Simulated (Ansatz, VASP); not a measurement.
**Two plane-wave programs on Al2O3**

File POSCAR:

```
Al2O3
1.0
    2.7663696342      0.0000000000      0.0000000000
   -1.3831848171      2.3957463795      0.0000000000
    0.0000000000      0.0000000000      8.1638857939
Al O
2 3
Direct
    0.0000000000      0.0000000000      0.1809441335
    0.0000000000      0.0000000000      0.8190558665
    0.3333333333      0.6666666667      0.2680062644
    0.6666666667      0.3333333333      0.0000000000
    0.3333333333      0.6666666667      0.7319937356
```

File INCAR.step1:

```
SYSTEM = Al2O3
  ALGO = Normal
  EDIFF = 1E-4
  ENCUT = 520
  GGA = PE
  ISMEAR = 0
  LASPH = .True.
  LCHARG = .False.
  LREAL = .False.
  LWAVE = .True.
  NBANDS = 20
  NELM = 80
  PREC = Accurate
  SIGMA = 0.05
```

The input INCAR.step2:

```
SYSTEM = Al2O3
  ALGO = Normal
  EDIFF = 1E-6
  ENCUT = 520
  ISIF = 2
  ISMEAR = 0
  ISTART = 1
  LASPH = .True.
  LCHARG = .False.
  LMIXTAU = .True.
  LREAL = .False.
  LWAVE = .False.
  METAGGA = R2SCAN
  NBANDS = 20
  NELM = 80
  PREC = Accurate
  SIGMA = 0.05
```

Contents of KPOINTS:

```
k-points
0
Gamma
  12 12 4
  0 0 0
```

Input for Ansatz:

```yaml
crystal:
  lattice:
    - [2.7663696342, 0.0, 0.0]
    - [-1.3831848171, 2.3957463795, 0.0]
    - [0.0, 0.0, 8.1638857939]
  atoms:
    - { symbol: Al, position: [0.0, 0.0, 0.1809441335] }
    - { symbol: Al, position: [0.0, 0.0, 0.8190558665] }
    - { symbol: O, position: [0.3333333333, 0.6666666667, 0.2680062644] }
    - { symbol: O, position: [0.6666666667, 0.3333333333, 0.0] }
    - { symbol: O, position: [0.3333333333, 0.6666666667, 0.7319937356] }
basis:
  ecutwfc: 500
kpoints:
  mp_grid: { grid: [12, 12, 4] }
hamiltonian:
  xc: r2scan
scf:
  occupations: { method: gaussian, width: 0.05 }
output:
  forces: true
  stress: true
  eigenvalues: true
  write_density: true
  write_potential: true
  elf: true
  volumetric_format: npy
```

Alike in both runs: task single point; functional r2SCAN; k mesh 12 × 12 × 4; occupations gaussian, width 0.05 eV; no spin polarisation.

|  | VASP | Ansatz |
| --- | --- | --- |
| version | VASP 6.6.1 | Ansatz 0.2.0 |
| potentials or method | VASP PAW PBE potentials, release 64 (Al, O), cutoff 520 eV | scalar-relativistic, plane waves, PAW |
| valence electrons in the cell | 24 | 24 |

|  | VASP | Ansatz | Ansatz less VASP |
| --- | --- | --- | --- |
| gap on the k mesh at the Fermi level (eV) | 6.17 | 6.15 | -0.018 |
| least direct gap on the mesh (eV) | 6.17 | 6.15 | -0.018 |
| pressure (GPa) | 6.7 | 6.6 | 0.00 |
| traceless stress, the component that is largest in VASP (GPa) | -22.10 | -21.63 | +0.471 |
| rms of the force components (eV/Å) | 0.526 | 0.531 | +0.0051 |

VASP's potentials were made for PBE, not for r2SCAN. Atom by atom the forces differ by 0.014 eV/Å (rms over components).
